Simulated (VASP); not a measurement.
A run of VASP 6.6.1 is set up as follows.

File INCAR:

```
SYSTEM = NdAl2S
ALGO = Normal ; EDIFF = 1E-7
EDIFFG = -0.04 ; ENCUT = 500
GGA = PE ; GGA_COMPAT = .False.
IBRION = 2 ; ISIF = 3
ISMEAR = 0 ; LASPH = .True.
LCHARG = .False. ; LMAXMIX = 6
LREAL = .False. ; LWAVE = .False.
NELM = 200 ; NELMIN = 4
NSW = 90 ; PREC = Accurate
SIGMA = 0.1
```

Contents of KPOINTS:

```
k-points
0
Gamma
  4 4 4
  0 0 0
```

File POSCAR:

```
NdAl2S
1.0
    4.7235952400      0.0000000000      0.0000000000
    0.0000000000      4.7235952400      0.0000000000
    0.0000000000      0.0000000000      3.8337749700
Nd Al S
1 2 1
Direct
    0.0000000000      0.0000000000      0.6678819800
    0.5000000000      0.0000000000      0.6925324300
    0.0000000000      0.5000000000      0.6925324300
    0.5000000000      0.5000000000      0.9949246600
```

Potentials or basis: VASP PAW PBE potentials, release 64 (Nd_3, Al, S), 4f in core.

Run with:

```bash
$ cat potpaw_PBE.64/Nd_3/POTCAR potpaw_PBE.64/Al/POTCAR potpaw_PBE.64/S/POTCAR > POTCAR
$ mpirun -np 1 vasp_std > vasp.out
```

**Question.** Predict the band gap on the k mesh.

**Answer.** Zero (an odd number of electrons rules out a gap without spin polarisation).

**Question.** Estimate the space group after relaxing (to 0.1 Å).

**Answer.** P4/mmm (No. 123).

Forces in eV/Å, atoms in the order of the input:
```
Nd   0.000  0.000  0.017
Al   0.000  0.000 -0.014
Al   0.000  0.000 -0.014
S    0.000  0.000  0.011
```

Caveat: the k points lie up to 0.39 Å⁻¹ apart in the final cell, too coarse for converged energies and pressures of a metal; a cell axis changed by over 15 % at a fixed basis, so the end point is rough; spin-orbit coupling is left out, which moves the levels of the heavy elements; the 4f electrons are frozen in the core, so they carry no moment and show no levels; the run has no spin polarisation, though such a crystal can be magnetic. With open d or f shells a metallic result of PBE can be an artefact of self-interaction; +U or a hybrid may open a gap.
